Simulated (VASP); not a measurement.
# S (I4_1/amd) in VASP: a series of runs, part 2 of 2

VASP 6.6.1. Earlier steps stand in the parts before.

## Step 4: Relaxation of cell and atoms, PBE

This run uses another cell than the first one, of 26.01 Å³/atom, 1.068 times its volume.

INCAR

```
PREC     = Accurate       # precision mode
ENCUT    = 600            # plane-wave cutoff, eV
EDIFF    = 1E-6           # SCF threshold, eV
ISMEAR   = 0              # smearing method
SIGMA    = 0.1            # smearing width, eV
LREAL    = F              # projectors in reciprocal space
LASPH    = T              # aspherical terms in the spheres
NELM     = 100            # most SCF steps
ALGO     = Normal         # electronic algorithm
ISIF     = 3              # what is computed and relaxed
LWAVE    = F              # write WAVECAR
LCHARG   = F              # write CHGCAR
GGA      = PE             # functional
IBRION   = 2              # ionic algorithm
NSW      = 90             # ionic steps
EDIFFG   = -0.04          # ionic threshold
```

KPOINTS

```
Automatic mesh
0
Gamma
  6 6 6
```

POSCAR

```
S
1.0
   -1.9734786800      1.9734786800      6.6779360300
    1.9734786800     -1.9734786800      6.6779360300
    1.9734786800      1.9734786800     -6.6779360300
S
4
Direct
    0.7920000000      0.7920000000      0.0000000000
    0.5420000000      0.0420000000      0.5000000000
    0.2080000000      0.2080000000      0.0000000000
    0.9580000000      0.4580000000      0.5000000000
```

Potentials or basis: VASP PAW PBE potentials, release 64 (S).

Command:

```console
cat potpaw_PBE.64/S/POTCAR > POTCAR
mpirun -np 1 vasp_std > vasp.out
```

OUTCAR:

```text
PREC = Accurate
   ENCUT = 600
   EDIFF = 1E-6
   ISMEAR = 0
   LREAL = F
   LASPH = T
   NELM = 100
   ISIF = 3
   GGA = PE
   IBRION = 2
   NSW = 90
   EDIFFG = -0.04

 ion  position               nearest neighbor table
   1  0.792  0.792  0.000-
   2  0.542  0.042  0.500-
   3  0.208  0.208  0.000-
   4  0.958  0.458  0.500-

  LATTYP: Found a body centered tetragonal cell.
 ALAT       =     3.9469573600
 C/A-ratio  =     3.3838399663

  Lattice vectors:

 A1 = (  -1.9734786800,   1.9734786800,   6.6779360300)
 A2 = (   1.9734786800,  -1.9734786800,   6.6779360300)
 A3 = (   1.9734786800,   1.9734786800,  -6.6779360300)

Analysis of symmetry for initial positions (statically):
=====================================================================
 Subroutine PRICEL returns:
 Original cell was already a primitive cell.

 Routine SETGRP: Setting up the symmetry group for a
 body centered tetragonal supercell.

 Subroutine GETGRP returns: Found 16 space group operations
 (whereof  8 operations were pure point group operations)
 out of a pool of 16 trial point group operations.

The static configuration has the point symmetry D_2d.
 The point group associated with its full space group is D_4h.

Analysis of symmetry for dynamics (positions and initial velocities):
=====================================================================
 Subroutine PRICEL returns:
 Original cell was already a primitive cell.

 Routine SETGRP: Setting up the symmetry group for a
 body centered tetragonal supercell.

 Subroutine GETGRP returns: Found 16 space group operations
 (whereof  8 operations were pure point group operations)
 out of a pool of 16 trial point group operations.

The dynamic configuration has the point symmetry D_2d.
 The point group associated with its full space group is D_4h.

 Subroutine INISYM returns: Found 16 space group operations
 (whereof  8 operations are pure point group operations),
 and found     1 'primitive' translations

----------------------------------------------------------------------------------------

                                     Primitive cell

  volume of cell :     104.0320

  direct lattice vectors                    reciprocal lattice vectors
    -1.973478680  1.973478680  6.677936030     0.000000000  0.253359717  0.074873434
     1.973478680 -1.973478680  6.677936030     0.253359717  0.000000000  0.074873434
     1.973478680  1.973478680 -6.677936030     0.253359717  0.253359717  0.000000000

  length of vectors
     7.237683733  7.237683733  7.237683733     0.264191554  0.264191554  0.358304748

  position of ions in fractional coordinates (direct lattice)
     0.792000000  0.792000000  0.000000000
     0.542000000  0.042000000  0.500000000
     0.208000000  0.208000000  0.000000000
     0.958000000  0.458000000  0.500000000

  ion indices of the primitive-cell ions
   primitive index   ion index
                 1           1
                 2           2
                 3           3
                 4           4

----------------------------------------------------------------------------------------

 KPOINTS: Automatic mesh

Automatic generation of k-mesh.
 Grid dimensions read from file:
 generate k-points for:    6    6    6

 Generating k-lattice:

  Cartesian coordinates                     Fractional coordinates (reciprocal lattice)
     0.000000000  0.042226620  0.012478906     0.166666667  0.000000000  0.000000000
     0.042226620  0.000000000  0.012478906     0.000000000  0.166666667  0.000000000
     0.042226620  0.042226620  0.000000000     0.000000000  0.000000000  0.166666667

  Length of vectors
     0.044031926  0.044031926  0.059717458

  Shift w.r.t. Gamma in fractional coordinates (k-lattice)
     0.000000000  0.000000000  0.000000000

 Subroutine IBZKPT returns following result:
 ===========================================

 Found     30 irreducible k-points:

 Following reciprocal coordinates:
            Coordinates               Weight
  0.000000  0.000000  0.000000      1.000000
  0.166667  0.000000 -0.000000      8.000000
  0.333333  0.000000  0.000000      8.000000
  0.500000  0.000000 -0.000000      4.000000
  0.166667  0.166667 -0.000000      8.000000
  0.333333  0.166667 -0.000000     16.000000
[... 16 lines left out ...]
 -0.333333 -0.333333  0.166667      8.000000
 -0.166667 -0.333333  0.166667      8.000000
 [... further k-points ...]
   k-points           NKPTS =     30   k-points in BZ     NKDIM =     30   number of bands    NBANDS=     16
   number of dos      NEDOS =    301   number of ions     NIONS =      4
   total plane-waves  NPLWV = 216000
   dimension x,y,z NGX =    60 NGY =   60 NGZ =   60
   dimension x,y,z NGXF=   120 NGYF=  120 NGZF=  120
   ions per type =               4
   NGX,Y,Z   is equivalent  to a cutoff of  13.78, 13.78, 13.78 a.u.
   NGXF,Y,Z  is equivalent  to a cutoff of  27.56, 27.56, 27.56 a.u.
 SYSTEM =  unknown system
   PREC   = accura    normal or accurate (medium, high low for compatibility)
   ISTART =      0    job   : 0-new  1-cont  2-samecut
   ICHARG =      2    charge: 1-file 2-atom 10-const
   ISPIN  =      1    spin polarized calculation?
   LNONCOLLINEAR =      F non collinear calculations
   LSORBIT =      F    spin-orbit coupling
   LASPH  =      T    aspherical Exc in radial PAW
   ENCUT  =  600.0 eV  44.10 Ry    6.64 a.u.  14.46 14.46 14.46*2*pi/ulx,y,z
   NELM   =    100;   NELMIN=  2; NELMDL= -5     # of ELM steps
   EDIFF  = 0.1E-05   stopping-criterion for ELM
   LREAL  =      F    real-space projection
   EDIFFG = -.4E-01   stopping-criterion for IOM
   NSW    =     90    number of steps for IOM
   IBRION =      2    ionic relax: 0-MD 1-quasi-New 2-CG
   NFREE  =      1    steps in history (QN), initial steepest desc. (CG)
   ISIF   =      3    stress and relaxation
   ISYM   =      2    0-nonsym 1-usesym 2-fastsym
   POTIM  = 0.5000    time-step for ionic-motion
   TEBEG  =    0.0;   TEEND  =   0.0 temperature during run
   PSTRESS=    0.0 pullay stress
   NELECT =      24.0000    total number of electrons
   NUPDOWN=      -1.0000    fix difference up-down
   EMIN   =  10.00;   EMAX   =-10.00  energy-range for DOS
   EFERMI =   0.00;   METHOD = LEGACY
   ISMEAR =     0;   SIGMA  =   0.10  broadening in eV -4-tet -1-fermi 0-gaus
   EFERMI_NEDOS =   21; number of points for ismear=-14 and -15
   IALGO  =     38    algorithm
   IMIX   =      4    mixing-type and parameters
     AMIX     =   0.40;   BMIX     =  1.00
     AMIX_MAG =   1.60;   BMIX_MAG =  1.00
  volume/ion in A,a.u.               =      26.01       175.51
  Fermi-wavevector in a.u.,A,eV,Ry     =   1.004052  1.897383 13.716311  1.008120
  Thomas-Fermi vector in A             =   2.136643
   LORBIT       =      0    0 simple, 1 ext, 2 COOP (PROOUT), +10 PAW based schemes
   GGA     = PE    functional components
   LHFCALC =     F    Hartree Fock is set to
   AEXX    =    0.0000 exact exchange contribution
   IVDW    =     0    specifies the selected vdW correction
   LEPSILON=     F    determine dielectric tensor
   LRPA    =     F    only Hartree local field effects (RPA)
 conjugate gradient relaxation of ions
 non-spin polarized calculation
 Gauss-broadening in eV      SIGMA  =   0.10
  energy-cutoff  :      600.00
  volume of cell :      104.03
 maximum number of plane-waves:      3497
 NGX is ok and might be reduce to    60
   NGX = 29   NGY = 29   NGZ = 29

--------------------------------------- Ionic step        1  -------------------------------------------

 number of electron      23.9999999 magnetization

 Free energy of the ion-electron system (eV)
  ---------------------------------------------------
  ext. energy  EPLUGINS =         0.00000000
  ---------------------------------------------------
  free energy    TOTEN  =       -10.99206831 eV

  energy without entropy =      -10.97468091  energy(sigma->0) =      -10.98337461

------------------------ aborting loop because EDIFF is reached ----------------------------------------

  FORCE on cell =-STRESS in cart. coord.  units (eV):
  Direction    XX          YY          ZZ          XY          YZ          ZX
  --------------------------------------------------------------------------------------
  -------------------------------------------------------------------------------------
  Total       -9.2712002     -9.2712002     -6.7005548      0.0000000      0.0000000      0.0000000
  in kB     -142.7839578   -142.7839578   -103.1939473      0.0000000      0.0000000      0.0000000
  external PRESSURE =    -129.5872877 kB  Pullay stress =       0.0000000 kB
[... 1016 lines left out ...]
      5      -0.9245      2.00000
      6       0.0603      2.00000
[... 8 lines left out ...]
     15       8.0360      0.00000
     16       8.1298      0.00000

 [... further k-points ...]

[... ionic steps 4 to 15 ...]

--------------------------------------- Ionic step       16  -------------------------------------------

 number of electron      23.9999998 magnetization

------------------------ aborting loop because EDIFF is reached ----------------------------------------
[... 71 lines left out ...]
--------------------------------------- Ionic step       18  -------------------------------------------

 number of electron      24.0000001 magnetization

 Free energy of the ion-electron system (eV)
  ---------------------------------------------------
  ext. energy  EPLUGINS =         0.00000000
  ---------------------------------------------------
  free energy    TOTEN  =       -14.78273758 eV

  energy without entropy =      -14.77843458  energy(sigma->0) =      -14.78058608

 E-fermi :   3.4332     XC(G=0):  -8.5085

 val. band max:        3.3462701685   @ k =  -0.3333  -0.3333   0.3333
 cond. band min:       3.5028309666   @ k =  -0.1667  -0.1667   0.1667
 fundamental gap:      0.1565607980
 Fermi energy:         3.4332408066
[... 487 lines left out ...]
  FREE ENERGIE OF THE ION-ELECTRON SYSTEM (eV)
  ---------------------------------------------------
  free  energy   TOTEN  =       -14.7827375831 eV

  energy  without entropy=      -14.7784345838  energy(sigma->0) =      -14.78058608

 reached required accuracy - stopping structural energy minimisation
```

Wall time 18 min (1 thread of Intel Xeon Platinum 8488C (Sapphire Rapids), shared host); peak memory 0.53 GiB.

Results:

* Free energy: -14.7827 eV
* Relaxed volume: 23.70 Å³/atom
* Relaxed cell: a = 9.280 Å, b = 9.280 Å, c = 9.280 Å, α = 159.85°, β = 159.85°, γ = 28.65°
* Space group after relaxing (to 0.05 Å): I4_1/amd (No. 141)
* Energy gained by relaxing: 947.7 meV/atom
* Ionic steps: 18
* Pressure after relaxing: 0.0 GPa
* Largest force after relaxing: 0.004 eV/Å
* Band gap on the k mesh: zero (band 12 reaches 3.56 eV, above the bottom of band 13 at 3.53 eV)

Forces on the atoms (eV/Å):
```
S    0.000  0.000 -0.004
S    0.000  0.000 -0.004
S    0.000  0.000  0.004
S    0.000  0.000  0.004
```

Step by step:
```
step  energy change (eV)  largest force (eV/Å)  pressure (GPa)  volume (Å³)
   1              0.0000                0.1761          -12.96       104.03
   2             -2.0090                0.5826           -5.80        75.44
   3             -2.1377                0.6555           -0.57        69.63
   4             -2.1387                0.6632            0.18        68.97
   5             -2.2503                1.0108            0.89        68.34
   6             -2.6032                0.8179            2.32        66.46
   7             -2.4652                0.3136            7.08        62.77
   8             -2.6752                0.1809            4.17        64.75
   9             -2.6970                0.1233            4.21        64.77
  10             -2.7491                0.0176            4.38        64.83
  11             -2.7850                0.3152            5.11        64.93
  12             -2.8569                0.3132            4.49        65.64
  13             -3.0365                0.3257            3.07        67.76
  14             -3.2920                0.4015            1.22        71.98
  15             -3.5651                0.4044           -1.03        80.34
  16             -3.7616                0.0597           -2.16        96.75
  17             -3.7264                0.1043            3.84        91.95
  18             -3.7907                0.0037            0.03        94.80
```

Final structure:
```
CELL_PARAMETERS angstrom
-1.62346 1.62346 8.99173
1.62346 -1.62346 8.99173
1.62346 1.62346 -8.99173
ATOMIC_POSITIONS crystal
S 0.76729 0.76729 0.00000
S 0.51729 0.01729 0.50000
S 0.23271 0.23271 0.00000
S 0.98271 0.48271 0.50000
```

Caveat: the k points lie up to 0.46 Å⁻¹ apart in the final cell.

## Step 5: Overview

```tsv
task	cell	cutoff (eV)	gap on the mesh (eV)	pressure (GPa)	largest force (eV/Å)
single point	a = 9.516 Å, angles 160.4, 160.4, 27.9°, 4 atoms	520	-	-0.1	0.01
single point	a = 7.238 Å, angles 148.4, 148.4, 45.4°, 4 atoms	520	none	-13.0	0.18
relaxation of cell and atoms	relaxed from a = 7.238 Å, angles 148.4, 148.4, 45.4°, 4 atoms	600	none	0.0	-
```

Alike in all rows: level PBE; potentials or basis VASP PAW PBE potentials, release 64 (S); no spin polarisation; k mesh 6 × 6 × 6; smearing gaussian 0.1 eV.

Caveats: all runs use coarse meshes.

Total energies depend on the potentials used, so only differences within one code and one set of settings carry meaning.
